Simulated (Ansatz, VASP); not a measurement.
BaS: VASP beside Ansatz

```
CELL_PARAMETERS angstrom
4.05535 0.00000 0.00000
0.00000 3.83376 0.00000
0.00000 0.00000 3.83376
ATOMIC_POSITIONS crystal
Ba 0.00000 0.00000 0.00000
S 0.50000 0.50000 0.50000
```

Change from the starting cell: uniaxial_x strain +5.8%.

Alike in both runs: task single point; functional r2SCAN; k mesh 6 × 6 × 6; no spin polarisation.

|  | VASP | Ansatz |
| --- | --- | --- |
| version | VASP 6.6.1 | Ansatz 0.2.0 |
| potentials or method | VASP PAW PBE potentials, release 64 (Ba_sv, S) | plane waves, PAW |
| plane-wave cutoff (eV) | 550 | 500 |
| occupations | gaussian, width 0.01 eV | fixed |
| valence electrons in the cell | 16 | 16 |

VASP gave:

| Item | Value |
| --- | --- |
| gap on the k mesh at the Fermi level (eV) | 1.68 |
| pressure (GPa) | -1.7 |
| traceless stress, the component that is largest in VASP (GPa) | -4.16 |

**Question.** What did Ansatz give for the same quantities?

**Answer.** gap on the k mesh at the Fermi level (eV): 1.78; pressure (GPa): -2.4; traceless stress, the component that is largest in VASP (GPa): -4.12.

VASP's potentials were made for PBE, not for r2SCAN.

Spin-orbit coupling is off throughout.
